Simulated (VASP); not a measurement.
A run of VASP 6.6.1:

File INCAR:

```
SYSTEM = PbS
PREC = Accurate
ENCUT = 500
EDIFF = 1E-6
ISMEAR = 0
SIGMA = 0.01
LREAL = .False.
LASPH = .True.
NELM = 200
ALGO = Normal
ISIF = 2
LWAVE = .False.
LCHARG = .False.
MAGMOM = 0 0 0 0 0 0
LORBIT = 11
LSORBIT = .True.
GGA_COMPAT = .False.
LORBMOM = .True.
GGA = CA
NBANDS = 32
```

KPOINTS

```
regular mesh
0
Gamma
  6 6 6
  0 0 0
```

POSCAR

```
PbS
1.0
    0.0000000000      2.9657500000      2.9657500000
    2.9657500000      0.0000000000      2.9657500000
    2.9657500000      2.9657500000      0.0000000000
Pb S
1 1
Direct
    0.0000000000      0.0000000000      0.0000000000
    0.5000000000      0.5000000000      0.5000000000
```

Potentials or basis: VASP PAW LDA potentials, release 64 (Pb_d, S).

The run is started by

```console
$ cat potpaw_LDA.64/Pb_d/POTCAR potpaw_LDA.64/S/POTCAR > POTCAR
$ mpirun -np 1 vasp_ncl > vasp.out
```

Hardware: 1 thread of Intel Xeon 8259CL, on a shared host.

How long does it take, and how much memory?

It took 83 s on 1 thread of Intel Xeon 8259CL, with other jobs on the host, peak memory 0.26 GiB. Counts: scf iterations 13, k points 16.
